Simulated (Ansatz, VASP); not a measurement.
## Two plane-wave programs on Ta

The input INCAR:

```
SYSTEM = Ta
ALGO     = Fast           ! electronic algorithm
EDIFF    = 1E-6           ! SCF threshold, eV
ENCUT    = 520            ! plane-wave cutoff, eV
GGA      = PE             ! functional
ISIF     = 2              ! what is computed and relaxed
ISMEAR   = 0              ! smearing method
LASPH    = .TRUE.         ! aspherical terms in the spheres
LCHARG   = .TRUE.         ! write CHGCAR
LELF     = .TRUE.         ! ELF
LREAL    = .FALSE.        ! projectors in reciprocal space
LVHAR    = .TRUE.       
LWAVE    = .FALSE.        ! write WAVECAR
NBANDS   = 12             ! bands
NELM     = 60             ! most SCF steps
PREC     = Accurate       ! precision mode
SIGMA    = 0.15           ! smearing width, eV
```

The input KPOINTS:

```
k-points
0
G
  20 20 20
  0 0 0
```

The input POSCAR:

```
Ta
1.0
   -1.6265108000      1.6265108000      1.6265108000
    1.6265108000     -1.6265108000      1.6265108000
    1.6265108000      1.6265108000     -1.6265108000
Ta
1
Direct
    0.0000000000      0.0000000000      0.0000000000
```

Input for Ansatz:

```yaml
crystal:
  lattice:
    - [-1.6265108, 1.6265108, 1.6265108]
    - [1.6265108, -1.6265108, 1.6265108]
    - [1.6265108, 1.6265108, -1.6265108]
  atoms:
    - { symbol: Ta, position: [0.0, 0.0, 0.0] }
basis:
  ecutwfc: 420
kpoints:
  mp_grid: { grid: [20, 20, 20] }
hamiltonian:
  xc: pbe
scf:
  occupations: { method: gaussian, width: 0.15 }
output:
  forces: true
  stress: true
  eigenvalues: true
```

Change from the starting cell: strain -0.015 along x and y, -0.015 along z, atoms carried along.

Alike in both runs: task single point; functional PBE; k mesh 20 × 20 × 20; occupations gaussian, width 0.15 eV; no spin polarisation.

|  | VASP | Ansatz |
| --- | --- | --- |
| version | VASP 6.6.1 | Ansatz 0.2.0 |
| potentials or method | VASP PAW PBE potentials, release 64 (Ta_pv), cutoff 520 eV | scalar-relativistic, plane waves, PAW |
| valence electrons in the cell | 11 | 13 |

|  | VASP | Ansatz | Ansatz less VASP |
| --- | --- | --- | --- |
| gap on the k mesh at the Fermi level (eV) | none | none | - |
| pressure (GPa) | 13.6 | 13.4 | -0.22 |

A gap of «none» marks a metal or a gap that the smearing closes. VASP's potentials hold 11 valence electrons a cell and Ansatz's 13, so a difference there can come from the potentials and not from the codes.

Spin-orbit coupling is off throughout.
